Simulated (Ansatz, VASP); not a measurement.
## Two plane-wave programs on BiTe

File POSCAR:

```
BiTe
1.0
    2.4227077728      1.3987509848      3.3172919545
   -2.4227077728      1.3987509848      3.3172919545
    0.0000000000     -2.7975019696      3.3172919545
Bi Te
1 1
Direct
    0.5000000000      0.5000000000      0.5000000000
    0.0050241784      0.0050241784      0.0050241784
```

The input INCAR.step1:

```
PREC = Accurate
ENCUT = 550
ISMEAR = 0
SIGMA = 0.22
LREAL = False
LASPH = True
NELM = 120
NBANDS = 18
GGA = PE
ALGO = Normal
EDIFF = 1E-5
LWAVE = True
LCHARG = False
GGA_COMPAT = False
```

The input INCAR.step2:

```
PREC = Accurate
ENCUT = 550
EDIFF = 1E-6
ISMEAR = 0
SIGMA = 0.22
LREAL = False
LASPH = True
NELM = 120
ALGO = Normal
ISIF = 2
LWAVE = False
LCHARG = False
METAGGA = R2SCAN
LMIXTAU = True
NBANDS = 18
ISTART = 1
GGA_COMPAT = False
```

The input KPOINTS:

```
Automatic mesh
0
Gamma
  3 3 3
```

Input for Ansatz:

```yaml
crystal:
  lattice:
    - [2.4227077728, 1.3987509848, 3.3172919545]
    - [-2.4227077728, 1.3987509848, 3.3172919545]
    - [0.0, -2.7975019696, 3.3172919545]
  atoms:
    - { symbol: Bi, position: [0.5, 0.5, 0.5] }
    - { symbol: Te, position: [0.0050241784, 0.0050241784, 0.0050241784] }
basis:
  ecutwfc: 500
kpoints:
  mp_grid: { grid: [3, 3, 3] }
hamiltonian:
  xc: r2scan
scf:
  occupations: { method: gaussian, width: 0.22 }
output:
  forces: true
  stress: true
  eigenvalues: true
```

Alike in both runs: task single point; functional r2SCAN; k mesh 3 × 3 × 3; occupations gaussian, width 0.22 eV; no spin polarisation.

|  | VASP | Ansatz |
| --- | --- | --- |
| version | VASP 6.6.1 | Ansatz 0.2.0 |
| potentials or method | VASP PAW PBE potentials, release 64 (Bi_d, Te), cutoff 550 eV | scalar-relativistic, plane waves, PAW |
| valence electrons in the cell | 21 | 31 |

```tsv
	VASP	Ansatz	Ansatz less VASP
gap on the k mesh at the Fermi level (eV)	none	none	-
pressure (GPa)	-0.8	-0.8	+0.02
traceless stress, the component that is largest in VASP (GPa)	0.91	0.92	+0.003
rms of the force components (eV/Å)	0.029	0.028	-0.0006
```

VASP's potentials were made for PBE, not for r2SCAN. Atom by atom the forces differ by 0.001 eV/Å (rms over components). A gap of «none» marks a metal or a gap that the smearing closes. VASP's potentials hold 21 valence electrons a cell and Ansatz's 31, so a difference there can come from the potentials and not from the codes.

The k mesh is coarse, so the values compare programs but aren't converged. Neither program's run includes spin-orbit coupling.
